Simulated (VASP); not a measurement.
# Nb (Im-3m) in VASP: a series of runs

Nb is run at these levels: PBE, LDA, PBE+D3(BJ); tasks: single point, relaxation of cell and atoms.

All numbers are computed with VASP 6.6.1; they aren't measurements. Logs are shortened: lines on timing, memory, paths and dates and some standing lists are left out, and cuts for length are marked.

## 1. The cell of the first run

Symmetry: Im-3m, No. 229, cubic system. Conventional cell: a = 3.328 Å, b = 3.328 Å, c = 3.328 Å, α = 90.00°, β = 90.00°, γ = 90.00°. Within 3.8 Å of Nb (site symmetry m-3m) lie 14 Nb at 2.88 to 3.33 Å.

## 2. Single point, PBE

INCAR reads:

```
  PREC = Accurate
  ENCUT = 500
  EDIFF = 1E-6
  ISMEAR = 0
  SIGMA = 0.022
  LREAL = F
  LASPH = T
  NELM = 120
  ALGO = Normal
  ISIF = 2
  LWAVE = F
  LCHARG = F
  GGA = PE
  NBANDS = 12
  GGA_COMPAT = F
```

KPOINTS reads:

```
Automatic mesh
0
Gamma
  11 11 11
```

POSCAR reads:

```
Nb
1.0
   -1.6639500000      1.6639500000      1.6639500000
    1.6639500000     -1.6639500000      1.6639500000
    1.6639500000      1.6639500000     -1.6639500000
Nb
1
Direct
    0.0000000000      0.0000000000      0.0000000000
```

Potentials or basis: VASP PAW PBE potentials, release 64 (Nb_sv).

The run is started by

```console
cat potpaw_PBE.64/Nb_sv/POTCAR > POTCAR
mpirun -np 1 vasp_std > vasp.out
```

OUTCAR:

```text
PREC = Accurate
   ENCUT = 500
   EDIFF = 1E-6
   ISMEAR = 0
   LREAL = F
   LASPH = T
   NELM = 120
   ISIF = 2
   GGA = PE

 ion  position               nearest neighbor table
   1  0.000  0.000  0.000-

  LATTYP: Found a body centered cubic cell.
 ALAT       =     3.3279000000

  Lattice vectors:

 A1 = (  -1.6639500000,   1.6639500000,   1.6639500000)
 A2 = (   1.6639500000,  -1.6639500000,   1.6639500000)
 A3 = (   1.6639500000,   1.6639500000,  -1.6639500000)

Analysis of symmetry for initial positions (statically):
=====================================================================
 Subroutine PRICEL returns:
 Original cell was already a primitive cell.

 Routine SETGRP: Setting up the symmetry group for a
 body centered cubic supercell.

 Subroutine GETGRP returns: Found 48 space group operations
 (whereof 48 operations were pure point group operations)
 out of a pool of 48 trial point group operations.

The static configuration has the point symmetry O_h .

Analysis of symmetry for dynamics (positions and initial velocities):
=====================================================================
 Subroutine PRICEL returns:
 Original cell was already a primitive cell.

 Routine SETGRP: Setting up the symmetry group for a
 body centered cubic supercell.

 Subroutine GETGRP returns: Found 48 space group operations
 (whereof 48 operations were pure point group operations)
 out of a pool of 48 trial point group operations.

The dynamic configuration has the point symmetry O_h .

 Subroutine INISYM returns: Found 48 space group operations
 (whereof 48 operations are pure point group operations),
 and found     1 'primitive' translations

----------------------------------------------------------------------------------------

                                     Primitive cell

  volume of cell :      18.4281

  direct lattice vectors                    reciprocal lattice vectors
    -1.663950000  1.663950000  1.663950000     0.000000000  0.300489798  0.300489798
     1.663950000 -1.663950000  1.663950000     0.300489798  0.000000000  0.300489798
     1.663950000  1.663950000 -1.663950000     0.300489798  0.300489798  0.000000000

  length of vectors
     2.882045941  2.882045941  2.882045941     0.424956748  0.424956748  0.424956748

[... 83 lines left out ...]
   NFREE  =      0    steps in history (QN), initial steepest desc. (CG)
   ISIF   =      2    stress and relaxation
   ISYM   =      2    0-nonsym 1-usesym 2-fastsym
   POTIM  = 0.5000    time-step for ionic-motion
   TEBEG  =    0.0;   TEEND  =   0.0 temperature during run
   PSTRESS=    0.0 pullay stress
   NELECT =      13.0000    total number of electrons
   NUPDOWN=      -1.0000    fix difference up-down
   EMIN   =  10.00;   EMAX   =-10.00  energy-range for DOS
   EFERMI =   0.00;   METHOD = LEGACY
   ISMEAR =     0;   SIGMA  =   0.02  broadening in eV -4-tet -1-fermi 0-gaus
   EFERMI_NEDOS =   21; number of points for ismear=-14 and -15
   IALGO  =     38    algorithm
   IMIX   =      4    mixing-type and parameters
     AMIX     =   0.40;   BMIX     =  1.00
     AMIX_MAG =   1.60;   BMIX_MAG =  1.00
  volume/ion in A,a.u.               =      18.43       124.36
  Fermi-wavevector in a.u.,A,eV,Ry     =   1.457345  2.753983 28.896790  2.123854
  Thomas-Fermi vector in A             =   2.574157
   LORBIT       =      0    0 simple, 1 ext, 2 COOP (PROOUT), +10 PAW based schemes
   GGA     = PE    functional components
   LHFCALC =     F    Hartree Fock is set to
   AEXX    =    0.0000 exact exchange contribution
   IVDW    =     0    specifies the selected vdW correction
   LEPSILON=     F    determine dielectric tensor
   LRPA    =     F    only Hartree local field effects (RPA)
 non-spin polarized calculation
 Gauss-broadening in eV      SIGMA  =   0.02
  energy-cutoff  :      500.00
  volume of cell :       18.43
 maximum number of plane-waves:       478
 NGX is ok and might be reduce to    24
   NGX = 11   NGY = 11   NGZ = 11

 number of electron      12.9999999 magnetization

 Free energy of the ion-electron system (eV)
  ---------------------------------------------------
  ext. energy  EPLUGINS =         0.00000000
  ---------------------------------------------------
  free energy    TOTEN  =       -10.20617360 eV

  energy without entropy =      -10.20550037  energy(sigma->0) =      -10.20583698

 E-fermi :  10.7909     XC(G=0): -12.3859

 val. band max:       10.7906694552   @ k =   0.2727   0.0000   0.0000
 cond. band min:      10.7945332484   @ k =  -0.3636   0.3636   0.1818
 fundamental gap:      0.0038637933
 Fermi energy:        10.7908906148

 k-point     1 :       0.0000    0.0000    0.0000
  band No.  band energies     occupation
      1     -43.5611      2.00000
      2     -18.9036      2.00000
      3     -18.9036      2.00000
      4     -18.9036      2.00000
      5       4.9577      2.00000
      6      11.2217      0.00000
      7      11.2217      0.00000
      8      11.2217      0.00000
      9      14.0562      0.00000
     10      14.0563      0.00000
     11      25.0174      0.00000
     12      25.0174      0.00000
[... 331 lines left out ...]
 k-point    24 :       0.3636    0.1818    0.0909
  band No.  band energies     occupation
      1     -43.3259      2.00000
      2     -19.9440      2.00000
      3     -19.4752      2.00000
      4     -19.1125      2.00000
      5       8.5144      2.00000
      6       9.3282      2.00000
      7      11.1361      0.00000
      8      14.4243      0.00000
      9      14.8174      0.00000
     10      19.6701      0.00000
     11      21.0463      0.00000
     12      23.3508      0.00000

 [... further k-points ...]

------------------------ aborting loop because EDIFF is reached ----------------------------------------

  FORCE on cell =-STRESS in cart. coord.  units (eV):
  Direction    XX          YY          ZZ          XY          YZ          ZX
  --------------------------------------------------------------------------------------
  -------------------------------------------------------------------------------------
  Total       -0.2443142     -0.2443142     -0.2443142      0.0000000     -0.0000000      0.0000000
  in kB      -21.2411697    -21.2411697    -21.2411697      0.0000000     -0.0000000      0.0000000
  external PRESSURE =     -21.2411697 kB  Pullay stress =       0.0000000 kB

 VOLUME and BASIS-vectors are now :
 -----------------------------------------------------------------------------
  energy-cutoff  :      500.00
  volume of cell :       18.43
      direct lattice vectors                 reciprocal lattice vectors
    -1.663950000  1.663950000  1.663950000     0.000000000  0.300489798  0.300489798
     1.663950000 -1.663950000  1.663950000     0.300489798  0.000000000  0.300489798
     1.663950000  1.663950000 -1.663950000     0.300489798  0.300489798  0.000000000

 POSITION                                       TOTAL-FORCE (eV/Angst)
 -----------------------------------------------------------------------------------
      0.00000      0.00000      0.00000         0.000000      0.000000     -0.000000
 -----------------------------------------------------------------------------------
    total drift:                                0.000000     -0.000000     -0.000000

  FREE ENERGIE OF THE ION-ELECTRON SYSTEM (eV)
  ---------------------------------------------------
  free  energy   TOTEN  =       -10.2061735987 eV

  energy  without entropy=      -10.2055003659  energy(sigma->0) =      -10.20583698
```

OSZICAR:

```text
N       E                     dE             d eps       ncg     rms          rms(c)
DAV:   1     0.114141287524E+03    0.11414E+03   -0.71371E+03  1344   0.105E+03
DAV:   2    -0.618141903961E+01   -0.12032E+03   -0.11549E+03  1464   0.379E+02
DAV:   3    -0.104220689832E+02   -0.42406E+01   -0.40713E+01  1992   0.632E+01
DAV:   4    -0.106495053627E+02   -0.22744E+00   -0.22686E+00  1876   0.132E+01
DAV:   5    -0.106592265624E+02   -0.97212E-02   -0.97205E-02  1956   0.206E+00    0.691E+00
DAV:   6    -0.102472437854E+02    0.41198E+00   -0.61886E-01  2136   0.994E+00    0.240E+00
DAV:   7    -0.102008212236E+02    0.46423E-01   -0.18142E-01  2208   0.534E+00    0.983E-01
DAV:   8    -0.102061132362E+02   -0.52920E-02   -0.13364E-02  1616   0.154E+00    0.424E-02
DAV:   9    -0.102061628989E+02   -0.49663E-04   -0.84831E-04  2008   0.226E-01    0.402E-02
DAV:  10    -0.102061798494E+02   -0.16951E-04   -0.25925E-05  1632   0.632E-02    0.161E-02
DAV:  11    -0.102061741665E+02    0.56829E-05   -0.58086E-06  1768   0.402E-02    0.340E-03
DAV:  12    -0.102061735987E+02    0.56780E-06   -0.28120E-07   948   0.751E-03
   1 F= -.10206174E+02 E0= -.10205837E+02  d E =-.673233E-03
```

stdout:

```text
POSCAR found type information on POSCAR Nb
 POSCAR found :  1 types and       1 ions
 scaLAPACK will be used
 LDA part: xc-table for (Slater+PW92), standard interpolation
 POSCAR, INCAR and KPOINTS ok, starting setup
 FFT: planning ... GRIDC
 FFT: planning ... GRID_SOFT
 FFT: planning ... GRID
 WAVECAR not read
 entering main loop
```

Wall time 7.3 s (1 thread of Intel Xeon 6975P-C, shared host); peak memory 0.14 GiB.

What came out:

| Quantity | Value |
| --- | --- |
| Free energy | -10.2062 eV |
| Pressure | -2.1 GPa |

(Continued in part 2 of 4.)
